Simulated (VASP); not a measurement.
# Al (Fm-3m) in VASP: notebook

The runs below take Al through single point, with RPBE+D4.

All numbers are computed with VASP 6.6.1; they aren't measurements. Logs are shortened: lines on timing, memory, paths and dates and some standing lists are left out, and cuts for length are marked.

## 1. The cell of the first run

It takes space group Fm-3m (No. 225, cubic). Conventional cell: a = 4.076 Å, b = 4.076 Å, c = 4.076 Å, α = 90.00°, β = 90.00°, γ = 90.00°. Al (site symmetry m-3m) has 12 Al at 2.88 Å within 3.8 Å.

## 2. Single point, RPBE+D4

INCAR reads:

```
  PREC = Accurate
  ENCUT = 520
  EDIFF = 1E-6
  ISMEAR = -1
  SIGMA = 0.05
  LREAL = F
  LASPH = T
  NELM = 80
  ALGO = Normal
  ISIF = 2
  LWAVE = F
  LCHARG = F
  GGA = RP
  IVDW = 13
  NBANDS = 8
```

KPOINTS reads:

```
regular mesh
0
Gamma
  11 11 11
```

POSCAR reads:

```
Al
1.0
    0.0000000000      2.0382146954      2.0382146954
    2.0382146954      0.0000000000      2.0382146954
    2.0382146954      2.0382146954      0.0000000000
Al
1
Direct
    0.0000000000      0.0000000000      0.0000000000
```

Potentials or basis: VASP PAW PBE potentials, release 64 (Al).

Started as:

```console
> cat potpaw_PBE.64/Al/POTCAR > POTCAR
> mpirun -np 1 vasp_std > vasp.out
```

OUTCAR:

```text
PREC = Accurate
   ENCUT = 520
   EDIFF = 1E-6
   ISMEAR = -1
   LREAL = F
   LASPH = T
   NELM = 80
   ISIF = 2
   GGA = RP
   IVDW = 13

 ion  position               nearest neighbor table
   1  0.000  0.000  0.000-

  LATTYP: Found a face centered cubic cell.
 ALAT       =     4.0764293908

  Lattice vectors:

 A1 = (   0.0000000000,   2.0382146954,   2.0382146954)
 A2 = (   2.0382146954,   0.0000000000,   2.0382146954)
 A3 = (   2.0382146954,   2.0382146954,   0.0000000000)

Analysis of symmetry for initial positions (statically):
=====================================================================
 Subroutine PRICEL returns:
 Original cell was already a primitive cell.

 Routine SETGRP: Setting up the symmetry group for a
 face centered cubic supercell.

 Subroutine GETGRP returns: Found 48 space group operations
[... 9 lines left out ...]

 Routine SETGRP: Setting up the symmetry group for a
 face centered cubic supercell.

 Subroutine GETGRP returns: Found 48 space group operations
 (whereof 48 operations were pure point group operations)
 out of a pool of 48 trial point group operations.

The dynamic configuration has the point symmetry O_h .

 Subroutine INISYM returns: Found 48 space group operations
 (whereof 48 operations are pure point group operations),
 and found     1 'primitive' translations

----------------------------------------------------------------------------------------

                                     Primitive cell

  volume of cell :      16.9348

  direct lattice vectors                    reciprocal lattice vectors
     0.000000000  2.038214695  2.038214695    -0.245312724  0.245312724  0.245312724
     2.038214695  0.000000000  2.038214695     0.245312724 -0.245312724  0.245312724
     2.038214695  2.038214695  0.000000000     0.245312724  0.245312724 -0.245312724

  length of vectors
     2.882470865  2.882470865  2.882470865     0.424894103  0.424894103  0.424894103

  position of ions in fractional coordinates (direct lattice)
     0.000000000  0.000000000  0.000000000

  ion indices of the primitive-cell ions
   primitive index   ion index
                 1           1

----------------------------------------------------------------------------------------

 KPOINTS: regular mesh

Automatic generation of k-mesh.
 Grid dimensions read from file:
 generate k-points for:   11   11   11

 Generating k-lattice:

  Cartesian coordinates                     Fractional coordinates (reciprocal lattice)
    -0.022301157  0.022301157  0.022301157     0.090909091  0.000000000  0.000000000
     0.022301157 -0.022301157  0.022301157     0.000000000  0.090909091  0.000000000
     0.022301157  0.022301157 -0.022301157     0.000000000  0.000000000  0.090909091

  Length of vectors
     0.038626737  0.038626737  0.038626737

  Shift w.r.t. Gamma in fractional coordinates (k-lattice)
     0.000000000  0.000000000  0.000000000

 Subroutine IBZKPT returns following result:
 ===========================================

 Found     56 irreducible k-points:

 Following reciprocal coordinates:
            Coordinates               Weight
  0.000000  0.000000  0.000000      1.000000
  0.090909  0.000000  0.000000      8.000000
  0.181818  0.000000  0.000000      8.000000
  0.272727  0.000000  0.000000      8.000000
  0.363636  0.000000  0.000000      8.000000
  0.454545  0.000000  0.000000      8.000000
[... 16 lines left out ...]
 -0.272727  0.181818  0.000000     24.000000
 -0.181818  0.181818  0.000000     12.000000
 [... further k-points ...]
   k-points           NKPTS =     56   k-points in BZ     NKDIM =     56   number of bands    NBANDS=      8
   number of dos      NEDOS =    301   number of ions     NIONS =      1
   total plane-waves  NPLWV =  13824
   dimension x,y,z NGX =    24 NGY =   24 NGZ =   24
   dimension x,y,z NGXF=    48 NGYF=   48 NGZF=   48
   ions per type =               1
   NGX,Y,Z   is equivalent  to a cutoff of  13.84, 13.84, 13.84 a.u.
   NGXF,Y,Z  is equivalent  to a cutoff of  27.68, 27.68, 27.68 a.u.
 SYSTEM =  unknown system
   PREC   = accura    normal or accurate (medium, high low for compatibility)
   ISTART =      0    job   : 0-new  1-cont  2-samecut
   ICHARG =      2    charge: 1-file 2-atom 10-const
   ISPIN  =      1    spin polarized calculation?
   LNONCOLLINEAR =      F non collinear calculations
   LSORBIT =      F    spin-orbit coupling
   LASPH  =      T    aspherical Exc in radial PAW
   ENCUT  =  520.0 eV  38.22 Ry    6.18 a.u.   5.36  5.36  5.36*2*pi/ulx,y,z
   NELM   =     80;   NELMIN=  2; NELMDL= -5     # of ELM steps
   EDIFF  = 0.1E-05   stopping-criterion for ELM
   LREAL  =      F    real-space projection
   EDIFFG = 0.1E-04   stopping-criterion for IOM
   NSW    =      0    number of steps for IOM
   IBRION =     -1    ionic relax: 0-MD 1-quasi-New 2-CG
   NFREE  =      0    steps in history (QN), initial steepest desc. (CG)
   ISIF   =      2    stress and relaxation
   ISYM   =      2    0-nonsym 1-usesym 2-fastsym
   POTIM  = 0.5000    time-step for ionic-motion
   TEBEG  =    0.0;   TEEND  =   0.0 temperature during run
   PSTRESS=    0.0 pullay stress
   NELECT =       3.0000    total number of electrons
   NUPDOWN=      -1.0000    fix difference up-down
   EMIN   =  10.00;   EMAX   =-10.00  energy-range for DOS
   EFERMI =   0.00;   METHOD = LEGACY
   ISMEAR =    -1;   SIGMA  =   0.05  broadening in eV -4-tet -1-fermi 0-gaus
   EFERMI_NEDOS =   21; number of points for ismear=-14 and -15
   IALGO  =     38    algorithm
   IMIX   =      4    mixing-type and parameters
     AMIX     =   0.40;   BMIX     =  1.00
     AMIX_MAG =   1.60;   BMIX_MAG =  1.00
  volume/ion in A,a.u.               =      16.93       114.28
  Fermi-wavevector in a.u.,A,eV,Ry     =   0.919437  1.737484 11.501882  0.845364
  Thomas-Fermi vector in A             =   2.044631
   LORBIT       =      0    0 simple, 1 ext, 2 COOP (PROOUT), +10 PAW based schemes
   GGA     = RP    functional components
   LHFCALC =     F    Hartree Fock is set to
   AEXX    =    0.0000 exact exchange contribution
   IVDW    =    13    specifies the selected vdW correction
   LEPSILON=     F    determine dielectric tensor
   LRPA    =     F    only Hartree local field effects (RPA)
 non-spin polarized calculation
  energy-cutoff  :      520.00
  volume of cell :       16.93
 maximum number of plane-waves:       470
 NGX is ok and might be reduce to    24
   NGX = 11   NGY = 11   NGZ = 11

 number of electron       3.0000000 magnetization

 Free energy of the ion-electron system (eV)
  ---------------------------------------------------
  ext. energy  EPLUGINS =         0.00000000
  ---------------------------------------------------
  free energy    TOTEN  =        -3.51735701 eV

  energy without entropy =       -3.51332535  energy(sigma->0) =       -3.51534118

 E-fermi :   7.8400     XC(G=0): -10.0473

 val. band max:        7.8351717423   @ k =  -0.4545   0.3636   0.0000
 cond. band min:       7.8592786904   @ k =   0.4545   0.1818   0.0909
 fundamental gap:      0.0241069481
 Fermi energy:         7.8399670406

 k-point     1 :       0.0000    0.0000    0.0000
  band No.  band energies     occupation
      1      -3.1337      2.00000
      2      20.2794      0.00000
      3      20.2794      0.00000
      4      20.2794      0.00000
      5      21.7056      0.00000
      6      21.7056      0.00000
      7      21.7056      0.00000
      8      24.0292      0.00000

 k-point     2 :       0.0909    0.0000    0.0000
  band No.  band energies     occupation
      1      -2.9128      2.00000
      2      17.3851      0.00000
      3      19.6362      0.00000
      4      19.6362      0.00000
      5      22.3655      0.00000
      6      22.6838      0.00000
      7      22.6838      0.00000
      8      25.8756      0.00000

 k-point     3 :       0.1818    0.0000    0.0000
  band No.  band energies     occupation
      1      -2.2524      2.00000
      2      13.7812      0.00000
      3      18.9093      0.00000
      4      18.9093      0.00000
      5      22.1293      0.00000
      6      23.5015      0.00000
      7      23.5015      0.00000
      8      24.9932      0.00000

 k-point     4 :       0.2727    0.0000    0.0000
  band No.  band energies     occupation
      1      -1.1582      2.00000
      2      10.3965      0.00000
      3      18.5043      0.00000
      4      18.5043      0.00000
      5      21.9173      0.00000
      6      21.9726      0.00000
      7      21.9726      0.00000
      8      25.8883      0.00000

 k-point     5 :       0.3636    0.0000    0.0000
  band No.  band energies     occupation
      1       0.3600      2.00000
      2       7.3308      1.99992
      3      18.4604      0.00000
      4      18.4604      0.00000
      5      20.5589      0.00000
      6      20.5589      0.00000
      7      21.9858      0.00000
      8      24.4178      0.00000
[... 177 lines left out ...]
 k-point    22 :      -0.3636    0.1818    0.0000
  band No.  band energies     occupation
      1       2.3588      2.00000
      2       6.2042      2.00000
      3      12.4364      0.00000
      4      16.7514      0.00000
      5      18.6171      0.00000
      6      23.0622      0.00000
      7      25.6320      0.00000
      8      28.5642      0.00000

 k-point    23 :      -0.2727    0.1818    0.0000
  band No.  band energies     occupation
      1       0.5754      2.00000
      2       8.9577      0.00000
      3      12.2997      0.00000
      4      17.9530      0.00000
      5      19.9014      0.00000
      6      22.8392      0.00000
      7      25.1935      0.00000
      8      25.7364      0.00000

 k-point    24 :      -0.1818    0.1818    0.0000
  band No.  band energies     occupation
      1      -0.7953      2.00000
      2      11.6022      0.00000
      3      13.0157      0.00000
      4      19.5154      0.00000
      5      21.5068      0.00000
      6      22.5605      0.00000
      7      23.6532      0.00000
      8      24.5736      0.00000

 [... further k-points ...]

------------------------ aborting loop because EDIFF is reached ----------------------------------------

  DFT-D4 for vdW energy calculation

  Edisp (eV):   -0.64250

  FORCE on cell =-STRESS in cart. coord.  units (eV):
  Direction    XX          YY          ZZ          XY          YZ          ZX
  --------------------------------------------------------------------------------------
  -------------------------------------------------------------------------------------
  Total      -0.67938    -0.67938    -0.67938     0.00000     0.00000     0.00000
  in kB     -64.27552   -64.27552   -64.27552     0.00000     0.00000     0.00000
  external pressure =      -64.28 kB  Pullay stress =        0.00 kB

 VOLUME and BASIS-vectors are now :
 -----------------------------------------------------------------------------
  energy-cutoff  :      520.00
  volume of cell :       16.93
      direct lattice vectors                 reciprocal lattice vectors
     0.000000000  2.038214695  2.038214695    -0.245312724  0.245312724  0.245312724
     2.038214695  0.000000000  2.038214695     0.245312724 -0.245312724  0.245312724
     2.038214695  2.038214695  0.000000000     0.245312724  0.245312724 -0.245312724

 POSITION                                       TOTAL-FORCE (eV/Angst)
 -----------------------------------------------------------------------------------
      0.00000      0.00000      0.00000         0.000000      0.000000      0.000000
 -----------------------------------------------------------------------------------
    total drift:                                0.000000     -0.000000     -0.000000

  FREE ENERGIE OF THE ION-ELECTRON SYSTEM (eV)
  ---------------------------------------------------
  free  energy   TOTEN  =        -4.1598593875 eV

  energy  without entropy=       -4.1558277271  energy(sigma->0) =       -4.15784356
```

It took 4 s on 1 thread of Intel Xeon 6975P-C (Granite Rapids), shared host; peak memory 0.13 GiB.

What came out:

```yaml
Free_energy: -4.1599 eV
Pressure: -6.4 GPa
Dispersion_energy_per_atom: -0.642 eV
```

Levels at points of the mesh, in eV from the Fermi level:
| k point | band 1 | band 2 | band 3 | band 4 | band 5 |
| --- | --- | --- | --- | --- | --- |
| (0.00, 0.00, 0.00) | -10.97 | 12.44 | 12.44 | 12.44 | 13.87 |

Caveat: the PAW data sets were made with another functional, which shifts forces and pressure a little; pairwise dispersion overbinds metals, which lowers pressure and volume.

## 3. Single point, RPBE+D4

This run uses another cell than the first one, of 17.27 Å³/atom, 1.020 times its volume.

INCAR: that of step 2 with these lines changed.

```diff
@@ -7,4 +7,4 @@
   LASPH = T
-  NELM = 80
-  ALGO = Normal
+  NELM = 60
+  ALGO = Fast
   ISIF = 2
```

KPOINTS is that of step 2.

POSCAR reads:

```
Al
1.0
    0.0000000000      2.0514502267      2.0514502267
    2.0514502267      0.0000000000      2.0514502267
    2.0514502267      2.0514502267      0.0000000000
Al
1
Direct
    0.0000000000      0.0000000000      0.0000000000
```

Potentials or basis: VASP PAW PBE potentials, release 64 (Al).

Started as:

```console
> cat potpaw_PBE.64/Al/POTCAR > POTCAR
> mpirun -np 1 vasp_std > vasp.out
```

Run time: 4.2 s. Hardware: 1 thread of Intel Xeon 6975P-C (Granite Rapids), shared host; peak memory 0.13 GiB.

Results (log left out):

```yaml
Free_energy: -4.1453 eV
Pressure: -7.6 GPa
Dispersion_energy_per_atom: -0.631 eV
```

Levels at points of the mesh, in eV from the Fermi level:
| k point | band 1 | band 2 | band 3 | band 4 | band 5 | band 6 |
| --- | --- | --- | --- | --- | --- | --- |
| (0.00, 0.00, 0.00) | -10.84 | 12.33 | 12.33 | 12.33 | 13.61 | 13.61 |

Caveat: the PAW data sets were made with another functional, which shifts forces and pressure a little; pairwise dispersion overbinds metals, which lowers pressure and volume.

## 4. Single point, RPBE+D4

This run uses another cell than the first one, of 17.60 Å³/atom, 1.039 times its volume.

INCAR reads:

```
SYSTEM = Al
PREC     = Accurate       ! precision mode
ENCUT    = 520            ! plane-wave cutoff, eV
EDIFF    = 1E-6           ! SCF threshold, eV
ISMEAR   = -1             ! smearing method
SIGMA    = 0.05           ! smearing width, eV
LREAL    = .False.        ! projectors in reciprocal space
LASPH    = .True.         ! aspherical terms in the spheres
NELM     = 80             ! most SCF steps
ALGO     = Normal         ! electronic algorithm
ISIF     = 2              ! what is computed and relaxed
LWAVE    = .False.        ! write WAVECAR
LCHARG   = .False.        ! write CHGCAR
GGA      = RP             ! functional
IVDW     = 13             ! dispersion correction
NBANDS   = 8              ! bands
```

KPOINTS reads:

```
regular mesh
0
Gamma
  11 11 11
  0 0 0
```

POSCAR reads:

```
Al
1.0
    0.0000000000      2.0645171409      2.0645171409
    2.0645171409      0.0000000000      2.0645171409
    2.0645171409      2.0645171409      0.0000000000
Al
1
Direct
    0.0000000000      0.0000000000      0.0000000000
```

Started as:

```console
> cat potpaw_PBE.64/Al/POTCAR > POTCAR
> mpirun -np 1 vasp_std > vasp.out
```

Wall time 4.9 s (1 thread of Intel Xeon 6975P-C (Granite Rapids), shared host); peak memory 0.13 GiB.

It converged, with:

| Item | Value |
| --- | --- |
| Free energy | -4.1286 eV |
| Pressure | -8.6 GPa |
| Dispersion energy per atom | -0.620 eV |

Levels at points of the mesh, in eV from the Fermi level:
```
           k point  band 1  band 2  band 3  band 4  band 5  band 6
(0.00, 0.00, 0.00)  -10.72   12.23   12.23   12.23   13.37   13.37
```

Caveat: the PAW data sets were made with another functional, which shifts forces and pressure a little; pairwise dispersion overbinds metals, which lowers pressure and volume.

## 5. Summary

| cell | gap on the mesh (eV) | pressure (GPa) |
| --- | --- | --- |
| a = 2.882 Å, angles 60.0°, 1 atom | none | -6.4 |
| a = 2.901 Å, angles 60.0°, 1 atom | none | -7.6 |
| a = 2.920 Å, angles 60.0°, 1 atom | none | -8.6 |

Alike in all rows: task single point; level RPBE+D4; potentials or basis VASP PAW PBE potentials, release 64 (Al); no spin polarisation; k mesh 11 × 11 × 11; cutoff (eV) 520; smearing fermi-dirac 0.05 eV.

Caveats: the PAW data sets were made with another functional, which shifts forces and pressure a little; pairwise dispersion overbinds metals, which lowers pressure and volume.

Absolute energies hang on the potentials; compare differences alone.
